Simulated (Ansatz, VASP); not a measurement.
# Two plane-wave programs on Ti3SbP

```
CELL_PARAMETERS angstrom
4.57203 0.00000 0.00000
0.00000 4.57203 0.00000
0.00000 0.00000 4.57203
ATOMIC_POSITIONS crystal
Ti 0.00000 0.50000 0.50000
Ti 0.50000 0.00000 0.50000
Ti 0.50000 0.50000 0.00000
Sb 0.00000 0.00000 0.00000
P 0.50000 0.50000 0.50000
```

Change from the starting cell: species swapped into the GdBPd3 type (Pm-3m, No. 221).

Alike in both runs: functional PBE; k mesh 4 × 4 × 4; occupations gaussian, width 0.1 eV; no spin polarisation.

Ansatz relaxed the structure, and its values are those at the end. VASP's run is a single point on that final structure, the one shown.

```csv
,VASP,Ansatz
version,VASP 6.6.1,Ansatz 0.2.0
potentials or method,"VASP PAW PBE potentials, release 64 (Ti_sv, Sb, P), cutoff 520 eV","scalar-relativistic, plane waves, PAW"
valence electrons in the cell,46,56
```

|  | VASP | Ansatz | Ansatz less VASP |
| --- | --- | --- | --- |
| gap on the k mesh at the Fermi level (eV) | none | none | - |
| pressure (GPa) | 0.3 | 0.3 | 0.00 |

A gap of «none» marks a metal or a gap that the smearing closes. The functional is the same, so the differences come from potentials, cutoffs and numerics. VASP's potentials hold 46 valence electrons a cell and Ansatz's 56, so a difference there can come from the potentials and not from the codes.

Neither program's run includes spin-orbit coupling.
